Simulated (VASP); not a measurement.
Sn3GeSe, 5 atoms in the cell. The structure is cubic, space group Pm-3m (No. 221). Conventional cell: a = 5.096 Å, b = 5.096 Å, c = 5.096 Å, α = 90.00°, β = 90.00°, γ = 90.00°. Sn (site symmetry 4/mmm) has 2 Se at 2.55 Å within 3.4 Å. Ge (site symmetry m-3m) has 12 Sn at 3.60 Å and 8 Se at 4.41 Å within 4.7 Å. Within 3.4 Å of Se (site symmetry m-3m) lie 6 Sn at 2.55 Å. 

| Item | Value |
| --- | --- |
| Program | VASP 6.6.1 |
| Task | relaxation of cell and atoms |
| Functional | PBE |
| Potentials or basis | VASP PAW PBE potentials, release 64 (Sn_d, Ge_d, Se) |
| Cutoff | 600 eV |
| k mesh | 4 × 4 × 4 |
| Occupations | gaussian, width 0.1 eV |
| Spin | no spin polarisation |
| Dipole correction | no |
| Further INCAR settings | ALGO = Normal; EDIFF = 1e-07; IBRION = 2; EDIFFG = -0.04; NSW = 90; ISIF = 3 |

Potentials or basis: VASP PAW PBE potentials, release 64 (Sn_d, Ge_d, Se).

The run is started by

```console
$ cat potpaw_PBE.64/Sn_d/POTCAR potpaw_PBE.64/Ge_d/POTCAR potpaw_PBE.64/Se/POTCAR > POTCAR
$ mpirun -np 1 vasp_std > vasp.out
```

Hardware: 1 thread of Oxide Virtual Turin-like Processor (shared host).

Problem. How long does it take, and how much memory?

Solution. It took 4.5 min on 1 thread of Oxide Virtual Turin-like Processor, on a shared host, peak memory 0.26 GiB. Counts: scf iterations 37, k points 10, ion steps 3.
